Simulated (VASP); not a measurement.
A run of VASP 6.6.1 is set up as follows.

INCAR

```
ALGO = Normal
EDIFF = 1E-6
ENCUT = 520
GGA = PE
ISIF = 2
ISMEAR = 0
LASPH = True
LCHARG = False
LREAL = False
LWAVE = False
NBANDS = 16
NELM = 100
PREC = Accurate
SIGMA = 0.05
```

File KPOINTS:

```
k-points
0
Gamma
  10 10 10
```

Contents of POSCAR:

```
InP
1.0
    0.0000000000      2.9800342081      3.0694352343
    2.9800342081      0.0000000000      3.0694352343
    2.9800342081      2.9800342081      0.0000000000
In P
1 1
Direct
    0.0000000000      0.0000000000      0.0000000000
    0.7500000000      0.7500000000      0.7500000000
```

Potentials or basis: VASP PAW PBE potentials, release 64 (In_d, P).

Run with:

```bash
$ cat potpaw_PBE.64/In_d/POTCAR potpaw_PBE.64/P/POTCAR > POTCAR
$ mpirun -np 1 vasp_std > vasp.out
```

**Question.** What does it give for the pressure?

**Answer.** -1.7 GPa.

**Question.** Estimate the band gap on the k mesh.

**Answer.** 0.23 eV, direct.

Stress tensor (GPa, compression positive):
```
-1.28  0.00  0.00
 0.00 -1.28  0.00
 0.00  0.00 -2.58
```

Caveat: the cell differs from its parent crystal (strain +0.0300 x Voigt [0, 0, 1, 0, 0, 0]); spin-orbit coupling is left out, which moves the levels of the heavy elements.
